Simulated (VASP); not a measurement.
# Ni (P6_3/mmc) in VASP: single point with PBE

Aim: the single point of Ni with PBE.

Program: VASP 6.6.1. These are calculated values, not measurements. Logs are shortened: lines on timing, memory, paths and dates and some standing lists are left out, and cuts for length are marked.

### 1 The cell of the first run

It takes space group P6_3/mmc (No. 194, hexagonal). Conventional cell: a = 2.188 Å, b = 2.188 Å, c = 3.592 Å, α = 90.00°, β = 90.00°, γ = 120.00°. Within 2.9 Å of Ni (site symmetry -6m2) lie 12 Ni at 2.19 to 2.20 Å.

### 2 Single point, PBE, collinear spin, ferromagnetic start

The input, INCAR:

```
  PREC = Accurate
  ENCUT = 520
  EDIFF = 1E-6
  ISMEAR = -1
  SIGMA = 0.08
  LREAL = F
  LASPH = T
  NELM = 150
  ALGO = Normal
  ISIF = 2
  LWAVE = F
  LCHARG = F
  ISPIN = 2
  MAGMOM = 1 1
  LORBIT = 11
  LMAXMIX = 4
  GGA = PE
  NBANDS = 21
```

The input, KPOINTS:

```
Automatic mesh
0
Gamma
  20 20 11
```

The input, POSCAR:

```
Ni
1.0
    2.1881606423      0.0000000000      0.0000000000
   -1.0940803212      1.8950027038      0.0000000000
    0.0000000000      0.0000000000      3.5918469084
Ni
2
Direct
    0.3333333333      0.6666666667      0.2500000000
    0.6666666667      0.3333333333      0.7500000000
```

Potentials or basis: VASP PAW PBE potentials, release 64 (Ni).

Started as:

```console
$ cat potpaw_PBE.64/Ni/POTCAR > POTCAR
$ mpirun -np 1 vasp_std > vasp.out
```

OUTCAR:

```text
PREC = Accurate
   ENCUT = 520
   EDIFF = 1E-6
   ISMEAR = -1
   LREAL = F
   LASPH = T
   NELM = 150
   ISIF = 2
   ISPIN = 2
   LORBIT = 11
   GGA = PE

 ion  position               nearest neighbor table
   1  0.333  0.667  0.250-   2 2.20   2 2.20   2 2.20   2 2.20   2 2.20   2 2.20
   2  0.667  0.333  0.750-   1 2.20   1 2.20   1 2.20   1 2.20   1 2.20   1 2.20

  LATTYP: Found a hexagonal cell.
 ALAT       =     2.1881606423
 C/A-ratio  =     1.6414914147

  Lattice vectors:

 A1 = (   2.1881606423,   0.0000000000,   0.0000000000)
 A2 = (  -1.0940803212,   1.8950027038,   0.0000000000)
 A3 = (   0.0000000000,   0.0000000000,   3.5918469084)

Analysis of symmetry for initial positions (statically):
=====================================================================
 Subroutine PRICEL returns:
 Original cell was already a primitive cell.

 Routine SETGRP: Setting up the symmetry group for a
 hexagonal supercell.

 Subroutine GETGRP returns: Found 24 space group operations
 (whereof 12 operations were pure point group operations)
 out of a pool of 24 trial point group operations.

The static configuration has the point symmetry D_3d.
 The point group associated with its full space group is D_6h.

Analysis of symmetry for dynamics (positions and initial velocities):
=====================================================================
 Subroutine PRICEL returns:
 Original cell was already a primitive cell.

 Routine SETGRP: Setting up the symmetry group for a
 hexagonal supercell.

 Subroutine GETGRP returns: Found 24 space group operations
 (whereof 12 operations were pure point group operations)
 out of a pool of 24 trial point group operations.

The dynamic configuration has the point symmetry D_3d.
 The point group associated with its full space group is D_6h.

Analysis of structural, dynamic, and magnetic symmetry:
=====================================================================
 Subroutine PRICEL returns:
 Original cell was already a primitive cell.

 Routine SETGRP: Setting up the symmetry group for a
 hexagonal supercell.

 Subroutine GETGRP returns: Found 24 space group operations
 (whereof 12 operations were pure point group operations)
 out of a pool of 24 trial point group operations.

The overall configuration has the point symmetry D_3d.
 The point group associated with its full space group is D_6h.

 Subroutine INISYM returns: Found 24 space group operations
 (whereof 12 operations are pure point group operations),
 and found     1 'primitive' translations

----------------------------------------------------------------------------------------

                                     Primitive cell

  volume of cell :      14.8938

  direct lattice vectors                    reciprocal lattice vectors
     2.188160642  0.000000000  0.000000000     0.457004838  0.263851866  0.000000000
    -1.094080321  1.895002704  0.000000000     0.000000000  0.527703733  0.000000000
     0.000000000  0.000000000  3.591846908     0.000000000  0.000000000  0.278408302

  length of vectors
     2.188160642  2.188160642  3.591846908     0.527703733  0.527703733  0.278408302

  position of ions in fractional coordinates (direct lattice)
     0.333333333  0.666666667  0.250000000
     0.666666667  0.333333333  0.750000000

  ion indices of the primitive-cell ions
   primitive index   ion index
                 1           1
                 2           2

----------------------------------------------------------------------------------------

 KPOINTS: Automatic mesh

Automatic generation of k-mesh.
 Grid dimensions read from file:
 generate k-points for:   20   20   11

 Generating k-lattice:

  Cartesian coordinates                     Fractional coordinates (reciprocal lattice)
     0.022850242  0.013192593  0.000000000     0.050000000 -0.000000000  0.000000000
     0.000000000  0.026385187  0.000000000     0.000000000  0.050000000  0.000000000
     0.000000000  0.000000000  0.025309846     0.000000000  0.000000000  0.090909091

  Length of vectors
     0.026385187  0.026385187  0.025309846

  Shift w.r.t. Gamma in fractional coordinates (k-lattice)
     0.000000000  0.000000000  0.000000000

 Subroutine IBZKPT returns following result:
 ===========================================

 Found    264 irreducible k-points:

 Following reciprocal coordinates:
            Coordinates               Weight
  0.000000  0.000000  0.000000      1.000000
  0.050000  0.000000  0.000000      6.000000
  0.100000 -0.000000  0.000000      6.000000
  0.150000 -0.000000  0.000000      6.000000
  0.200000 -0.000000  0.000000      6.000000
  0.250000 -0.000000  0.000000      6.000000
[... 16 lines left out ...]
  0.200000  0.100000  0.000000     12.000000
  0.250000  0.100000  0.000000     12.000000
 [... further k-points ...]
   k-points           NKPTS =    264   k-points in BZ     NKDIM =    264   number of bands    NBANDS=     21
   number of dos      NEDOS =    301   number of ions     NIONS =      2
   total plane-waves  NPLWV =   7168
   dimension x,y,z NGX =    16 NGY =   16 NGZ =   28
   dimension x,y,z NGXF=    32 NGYF=   32 NGZF=   56
   ions per type =               2
   NGX,Y,Z   is equivalent  to a cutoff of  12.16, 12.16, 12.96 a.u.
   NGXF,Y,Z  is equivalent  to a cutoff of  24.31, 24.31, 25.92 a.u.
 SYSTEM =  unknown system
   PREC   = accura    normal or accurate (medium, high low for compatibility)
   ISTART =      0    job   : 0-new  1-cont  2-samecut
   ICHARG =      2    charge: 1-file 2-atom 10-const
   ISPIN  =      2    spin polarized calculation?
   LNONCOLLINEAR =      F non collinear calculations
   LSORBIT =      F    spin-orbit coupling
   LASPH  =      T    aspherical Exc in radial PAW
   ENCUT  =  520.0 eV  38.22 Ry    6.18 a.u.   4.07  4.07  6.68*2*pi/ulx,y,z
   NELM   =    150;   NELMIN=  2; NELMDL= -5     # of ELM steps
   EDIFF  = 0.1E-05   stopping-criterion for ELM
   LREAL  =      F    real-space projection
   EDIFFG = 0.1E-04   stopping-criterion for IOM
   NSW    =      0    number of steps for IOM
   IBRION =     -1    ionic relax: 0-MD 1-quasi-New 2-CG
   NFREE  =      0    steps in history (QN), initial steepest desc. (CG)
   ISIF   =      2    stress and relaxation
   ISYM   =      2    0-nonsym 1-usesym 2-fastsym
   POTIM  = 0.5000    time-step for ionic-motion
   TEBEG  =    0.0;   TEEND  =   0.0 temperature during run
   PSTRESS=    0.0 pullay stress
   NELECT =      20.0000    total number of electrons
   NUPDOWN=      -1.0000    fix difference up-down
   EMIN   =  10.00;   EMAX   =-10.00  energy-range for DOS
   EFERMI =   0.00;   METHOD = LEGACY
   ISMEAR =    -1;   SIGMA  =   0.08  broadening in eV -4-tet -1-fermi 0-gaus
   EFERMI_NEDOS =   21; number of points for ismear=-14 and -15
   IALGO  =     38    algorithm
   IMIX   =      4    mixing-type and parameters
     AMIX     =   0.40;   BMIX     =  1.00
     AMIX_MAG =   1.60;   BMIX_MAG =  1.00
  volume/ion in A,a.u.               =       7.45        50.25
  Fermi-wavevector in a.u.,A,eV,Ry     =   1.806131  3.413092 44.383683  3.262109
  Thomas-Fermi vector in A             =   2.865685
   LORBIT       =     11    0 simple, 1 ext, 2 COOP (PROOUT), +10 PAW based schemes
   GGA     = PE    functional components
   LHFCALC =     F    Hartree Fock is set to
   AEXX    =    0.0000 exact exchange contribution
   IVDW    =     0    specifies the selected vdW correction
   LEPSILON=     F    determine dielectric tensor
   LRPA    =     F    only Hartree local field effects (RPA)
 spin polarized calculation
  energy-cutoff  :      520.00
  volume of cell :       14.89
 maximum number of plane-waves:       416
   NGX =  9   NGY =  9   NGZ = 13

 number of electron      20.0000014 magnetization       1.0173324

 Free energy of the ion-electron system (eV)
  ---------------------------------------------------
  ext. energy  EPLUGINS =         0.00000000
  ---------------------------------------------------
  free energy    TOTEN  =        -8.10150916 eV

  energy without entropy =       -8.04190000  energy(sigma->0) =       -8.07170458

 E-fermi :  16.0114     XC(G=0): -15.6515

 val. band max:       16.0111731395   @ k =   0.1500   0.1500   0.2727
 cond. band min:      16.0117267369   @ k =   0.3000   0.1000   0.0909
 fundamental gap:      0.0005535975
 Fermi energy:        16.0114280423

 spin component 1

 k-point     1 :       0.0000    0.0000    0.0000
  band No.  band energies     occupation
      1       4.0367      1.00000
      2       8.5668      1.00000
      3      12.3166      1.00000
      4      12.4603      1.00000
      5      12.4603      1.00000
      6      12.9574      1.00000
[... 13 lines left out ...]
     20      49.1254      0.00000
     21      52.9405      0.00000
[... 529 lines left out ...]
 k-point    24 :       0.2500    0.1000    0.0000
  band No.  band energies     occupation
      1       7.8181      1.00000
      2       9.8590      1.00000
      3      10.2787      1.00000
      4      11.0773      1.00000
      5      12.4017      1.00000
      6      12.4949      1.00000
[... 13 lines left out ...]
     20      48.9532      0.00000
     21      51.8401      0.00000

 [... further k-points ...]

 spin component 2

 k-point     1 :       0.0000    0.0000    0.0000
  band No.  band energies     occupation
      1       4.0416      1.00000
      2       8.8902      1.00000
      3      12.8822      1.00000
      4      12.9999      1.00000
      5      12.9999      1.00000
      6      13.5171      1.00000
[... 13 lines left out ...]
     20      49.2292      0.00000
     21      52.9299      0.00000
[... 529 lines left out ...]
 k-point    24 :       0.2500    0.1000    0.0000
  band No.  band energies     occupation
      1       7.8793      1.00000
      2      10.2705      1.00000
      3      10.6235      1.00000
      4      11.4898      1.00000
      5      12.8921      1.00000
      6      13.0067      1.00000
[... 13 lines left out ...]
     20      49.0962      0.00000
     21      51.8511      0.00000

 [... further k-points ...]
[... 5 lines left out ...]
  --------------------------------------------------------------------------------------
  -------------------------------------------------------------------------------------
  Total       17.5506808     17.5506808     17.5502580     -0.0000000      0.0000000      0.0000000
  in kB     1887.9813350   1887.9813350   1887.9358510     -0.0000000      0.0000000      0.0000000
  external PRESSURE =    1887.9661736 kB  Pullay stress =       0.0000000 kB

 VOLUME and BASIS-vectors are now :
 -----------------------------------------------------------------------------
  energy-cutoff  :      520.00
  volume of cell :       14.89
      direct lattice vectors                 reciprocal lattice vectors
     2.188160642  0.000000000  0.000000000     0.457004838  0.263851866  0.000000000
    -1.094080321  1.895002704  0.000000000     0.000000000  0.527703733  0.000000000
     0.000000000  0.000000000  3.591846908     0.000000000  0.000000000  0.278408302

 POSITION                                       TOTAL-FORCE (eV/Angst)
 -----------------------------------------------------------------------------------
     -0.00000      1.26334      0.89796         0.000000     -0.000000      0.000000
      1.09408      0.63167      2.69389        -0.000000      0.000000     -0.000000
 -----------------------------------------------------------------------------------
    total drift:                                0.000000     -0.000000     -0.000000

  FREE ENERGIE OF THE ION-ELECTRON SYSTEM (eV)
  ---------------------------------------------------
  free  energy   TOTEN  =        -8.1015091590 eV

  energy  without entropy=       -8.0418999984  energy(sigma->0) =       -8.07170458

 total charge

# of ion       s       p       d       tot
------------------------------------------
    1        0.706   0.951   8.652  10.309
    2        0.706   0.951   8.652  10.309
--------------------------------------------------
tot          1.412   1.903  17.304  20.618

 magnetization (x)

# of ion       s       p       d       tot
------------------------------------------
    1       -0.005  -0.024   0.519   0.490
    2       -0.005  -0.024   0.519   0.490
--------------------------------------------------
tot         -0.010  -0.049   1.039   0.980
```

It took 61 s on 1 thread of Intel Xeon 6975P-C, shared host; peak memory 0.22 GiB.

What came out:

```yaml
Free_energy: -8.1015 eV
Pressure: 188.8 GPa
Net_moment: 1.02 μB per cell
Site_moments: Ni +0.49 μB
```
